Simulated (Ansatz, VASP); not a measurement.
This is a calculation of TiO2 for Ansatz 0.2.0.

The input input.yaml:

```yaml
crystal:
  lattice:
    - [4.54534955, 0.0, 0.0]
    - [0.0, 5.51961944, 0.0]
    - [0.0, 0.0, 4.90919686]
  atoms:
    - { symbol: Ti, position: [0.0, 0.17299093, 0.75] }
    - { symbol: Ti, position: [0.5, 0.32700907, 0.25] }
    - { symbol: Ti, position: [0.0, 0.82700907, 0.25] }
    - { symbol: Ti, position: [0.5, 0.67299093, 0.75] }
    - { symbol: O, position: [0.27145062, 0.38172464, 0.91864908] }
    - { symbol: O, position: [0.77145062, 0.11827536, 0.08135092] }
    - { symbol: O, position: [0.22854938, 0.11827536, 0.41864908] }
    - { symbol: O, position: [0.72854938, 0.38172464, 0.58135092] }
    - { symbol: O, position: [0.27145062, 0.61827536, 0.41864908] }
    - { symbol: O, position: [0.77145062, 0.88172464, 0.58135092] }
    - { symbol: O, position: [0.22854938, 0.88172464, 0.91864908] }
    - { symbol: O, position: [0.72854938, 0.61827536, 0.08135092] }
hamiltonian:
  xc: pbe
  pseudopotentials: { kind: paw }
kpoints:
  mp_grid: { grid: [4, 4, 4] }
scf:
  occupations: { method: fermi_dirac, width: 0.05 }
output:
  forces: true
  stress: true
  eigenvalues: true
```

Potentials or basis: Ansatz PAW.

Run with:

```bash
$ ansatz run input.yaml --threads 4 --pin off --max-ram 11264MiB --backend cpu --events-out ev --progress --plain --runs-dir out
```

Question: Set up the same calculation for VASP 6.6.1. Potentials there: VASP PAW PBE potentials, release 64 (Ti_sv, O).

Answer: As run (the cutoff follows the program's own potentials):

File INCAR:

```
PREC = Accurate ; ENCUT = 520
EDIFF = 1E-6 ; ISMEAR = -1
SIGMA = 0.05 ; LREAL = False
LASPH = True ; NELM = 80
ALGO = Normal ; ISIF = 2
LWAVE = False ; LCHARG = True
GGA = PE ; LELF = True
LVHAR = True ; NBANDS = 60
```

KPOINTS

```
regular mesh
0
Gamma
  4 4 4
```

POSCAR

```
TiO2
1.0
    4.5453495500      0.0000000000      0.0000000000
    0.0000000000      5.5196194400      0.0000000000
    0.0000000000      0.0000000000      4.9091968600
Ti O
4 8
Direct
    0.0000000000      0.1729909300      0.7500000000
    0.5000000000      0.3270090700      0.2500000000
    0.0000000000      0.8270090700      0.2500000000
    0.5000000000      0.6729909300      0.7500000000
    0.2714506200      0.3817246400      0.9186490800
    0.7714506200      0.1182753600      0.0813509200
    0.2285493800      0.1182753600      0.4186490800
    0.7285493800      0.3817246400      0.5813509200
    0.2714506200      0.6182753600      0.4186490800
    0.7714506200      0.8817246400      0.5813509200
    0.2285493800      0.8817246400      0.9186490800
    0.7285493800      0.6182753600      0.0813509200
```

Potentials or basis: VASP PAW PBE potentials, release 64 (Ti_sv, O).

Run with:

```bash
$ cat potpaw_PBE.64/Ti_sv/POTCAR potpaw_PBE.64/O/POTCAR > POTCAR
$ mpirun -np 1 vasp_std > vasp.out
```

Both were run:

|  | VASP | Ansatz | Ansatz less VASP |
| --- | --- | --- | --- |
| gap on the k mesh at the Fermi level (eV) | 2.60 | 2.62 | +0.022 |
| least direct gap on the mesh (eV) | 2.65 | 2.67 | +0.024 |
| pressure (GPa) | 4.8 | 4.1 | -0.73 |
| rms of the force components (eV/Å) | 0.036 | 0.049 | +0.0134 |

Atom by atom the forces differ by 0.017 eV/Å (rms over components).
